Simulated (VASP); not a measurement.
## Ni: single point with PBE

Crystal: Ni.

```
Ni
1.0
     0.00000    1.77580    1.77580
     1.77580    0.00000    1.77580
     1.77580    1.77580    0.00000
Ni
1
Cartesian
  0.0000 0.0000 0.0000
```

```json
{"Program": "VASP 6.6.1", "Task": "single point", "Functional": "PBE", "Potentials or basis": "VASP PAW PBE potentials, release 64 (Ni)", "Cutoff": "520 eV", "k mesh": "13 × 13 × 13", "Occupations": "fermi-dirac, width 0.1 eV", "Spin": "collinear spin, ferromagnetic start", "Starting moments": "[2.0] μB"}
```

- Pressure: -4.9 GPa
- Net moment: 0.62 μB per cell
- Site moments: Ni +0.64 μB
- Valence electrons inside the program's atomic spheres: Ni 9.26

Levels at points of the mesh, in eV from the Fermi level:
Spin up:
| k point | band 2 | band 3 | band 4 | band 5 | band 6 | band 7 | band 8 | band 9 |
| --- | --- | --- | --- | --- | --- | --- | --- | --- |
| (0.00, 0.00, 0.00) | -2.34 | -2.34 | -2.34 | -1.23 | -1.23 | 23.48 | 27.12 | 27.12 |
Spin down:
```
           k point  band 3  band 4  band 5  band 6  band 7  band 8
(0.00, 0.00, 0.00)   -1.61   -1.61   -0.63   -0.63   23.32   27.11
```

Run time: 54 s on 1 thread of AMD EPYC 7R13, with other jobs on the host, peak memory 0.11 GiB.
